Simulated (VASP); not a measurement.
Set up this calculation in VASP 6.6.1, as the native input.

- Task: relaxation of cell and atoms
- Functional: PBE
- Dispersion: D3(BJ)
- Potentials or basis: VASP PAW PBE potentials, release 64 (Zr_sv, Se, H)
- Cutoff: 500 eV
- k mesh: 12 × 12 × 6
- Occupations: gaussian, width 0.1 eV
- Spin: no spin polarisation
- Dipole correction: no
- Further INCAR settings: ALGO = Normal; EDIFF = 1e-07; IBRION = 2; EDIFFG = -0.025; NSW = 90; ISIF = 3

The structure of ZrHSe2 lies in POSCAR:

```
ZrHSe2
1.0
    3.7997223223      0.0000000000      0.0000000000
   -1.8998611612      3.2906560584      0.0000000000
    0.0000000000      0.0000000000      5.4973744372
Zr Se H
1 2 1
Direct
    0.0000000000      0.0000000000      0.0000000000
    0.3333333333      0.6666666667      0.2843690543
    0.6666666667      0.3333333333      0.7156309457
    0.0000000000      0.0000000000      0.5000000000
```

These files were run (other wordings do the same):

INCAR

```
PREC = Accurate
ENCUT = 500
EDIFF = 1E-7
ISMEAR = 0
SIGMA = 0.1
LREAL = False
LASPH = True
NELM = 120
ALGO = Normal
ISIF = 3
LWAVE = False
LCHARG = False
GGA = PE
IVDW = 12
IBRION = 2
NSW = 90
EDIFFG = -0.025
GGA_COMPAT = False
NELMIN = 4
```

KPOINTS

```
regular mesh
0
Gamma
  12 12 6
```

Potentials or basis: VASP PAW PBE potentials, release 64 (Zr_sv, Se, H).

Launch:

```bash
$ cat potpaw_PBE.64/Zr_sv/POTCAR potpaw_PBE.64/Se/POTCAR potpaw_PBE.64/H/POTCAR > POTCAR
$ mpirun -np 1 vasp_std > vasp.out
```

Results of the run:

```
Relaxed volume                        : 17.17 Å³/atom
Relaxed cell                          : a = 3.801 Å, b = 3.801 Å, c = 5.489 Å, α = 90.00°, β = 90.00°, γ = 120.00°
Space group after relaxing (to 0.1 Å) : P-3m1 (No. 164)
Energy gained by relaxing             : 0.1 meV/atom
Ionic steps                           : 3
Pressure after relaxing               : -0.2 GPa
Largest force after relaxing          : 0.015 eV/Å
Band gap on the k mesh                : zero (an odd number of electrons rules out a gap without spin polarisation)
Dispersion energy per atom            : -0.380 eV
```

It took 120 s on 1 thread of Intel(R) Xeon(R) 6975P-C (Granite Rapids), with other jobs on the host, peak memory 0.27 GiB.
